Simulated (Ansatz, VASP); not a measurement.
Al2Cu: VASP beside Ansatz

The input INCAR:

```
SYSTEM = Al2Cu
  PREC = Accurate
  ENCUT = 520
  EDIFF = 1E-7
  ISMEAR = 0
  SIGMA = 0.15
  LREAL = .FALSE.
  LASPH = .TRUE.
  NELM = 80
  ALGO = Fast
  ISIF = 2
  LWAVE = .FALSE.
  LCHARG = .TRUE.
  GGA = PE
  LELF = .TRUE.
  LVHAR = .TRUE.
  NBANDS = 26
```

File KPOINTS:

```
Automatic mesh
0
G
  10 10 10
  0 0 0
```

POSCAR

```
Al2Cu
1.0
   -2.9353500000      2.9353500000      2.3192000000
    2.9353500000     -2.9353500000      2.3192000000
    2.9353500000      2.9353500000     -2.3192000000
Al Cu
4 2
Direct
    0.1587211657      0.6587211657      0.8174423314
    0.6587211657      0.8412788343      0.5000000000
    0.8412788343      0.3412788343      0.1825576686
    0.3412788343      0.1587211657      0.5000000000
    0.7500000000      0.7500000000      0.0000000000
    0.2500000000      0.2500000000      0.0000000000
```

Input for Ansatz:

```yaml
crystal:
  lattice:
    - [-2.93535, 2.93535, 2.3192]
    - [2.93535, -2.93535, 2.3192]
    - [2.93535, 2.93535, -2.3192]
  atoms:
    - { symbol: Al, position: [0.1587211657, 0.6587211657, 0.8174423314] }
    - { symbol: Al, position: [0.6587211657, 0.8412788343, 0.5] }
    - { symbol: Al, position: [0.8412788343, 0.3412788343, 0.1825576686] }
    - { symbol: Al, position: [0.3412788343, 0.1587211657, 0.5] }
    - { symbol: Cu, position: [0.75, 0.75, 0.0] }
    - { symbol: Cu, position: [0.25, 0.25, 0.0] }
basis:
  ecutwfc: 520.0
kpoints:
  mp_grid: { grid: [10, 10, 10] }
hamiltonian:
  xc: pbe
  pseudopotentials: { kind: paw, azcp: { folder: soft_1 } }
scf:
  occupations: { method: gaussian, width: 0.15 }
output:
  forces: true
  stress: true
  eigenvalues: true
```

Alike in both runs: task single point; functional PBE; k mesh 10 × 10 × 10; occupations gaussian, width 0.15 eV; no spin polarisation.

|  | VASP | Ansatz |
| --- | --- | --- |
| version | VASP 6.6.1 | Ansatz 0.2.0 |
| potentials or method | VASP PAW PBE potentials, release 64 (Al, Cu), cutoff 520 eV | scalar-relativistic, plane waves, PAW |
| valence electrons in the cell | 34 | 50 |

Ansatz gave:

```
gap on the k mesh at the Fermi level (eV)                     : none
pressure (GPa)                                                : 14.6
traceless stress, the component that is largest in VASP (GPa) : 2.57
rms of the force components (eV/Å)                            : 0.077
```

Estimate VASP's values.

gap on the k mesh at the Fermi level (eV): none; pressure (GPa): 14.8; traceless stress, the component that is largest in VASP (GPa): 2.58; rms of the force components (eV/Å): 0.078.

Atom by atom the forces differ by 0.001 eV/Å (rms over components). A gap of «none» marks a metal or a gap that the smearing closes. VASP's potentials hold 34 valence electrons a cell and Ansatz's 50, so a difference there can come from the potentials and not from the codes.
